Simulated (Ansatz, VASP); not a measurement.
# One calculation of Al, two programs

```
Al
1.0
     0.00000    2.02500    2.02500
     2.02500    0.00000    2.02500
     2.02500    2.02500    0.00000
Al
1
Direct
  0.00000 0.00000 0.00000
```

Alike in both runs: task single point; functional PBEsol; k mesh 18 × 18 × 18; occupations gaussian, width 0.05 eV; no spin polarisation.

|  | VASP | Ansatz |
| --- | --- | --- |
| version | VASP 6.6.1 | Ansatz 0.2.0 |
| potentials or method | VASP PAW PBE potentials, release 64 (Al), cutoff 500 eV | scalar-relativistic, plane waves, PAW |
| valence electrons in the cell | 3 | 3 |

|  | VASP | Ansatz | Ansatz less VASP |
| --- | --- | --- | --- |
| pressure (GPa) | -1.9 | -1.9 | -0.05 |

VASP's potentials were made for PBE, not for PBEsol. The functional is the same, so the differences come from potentials, cutoffs and numerics.
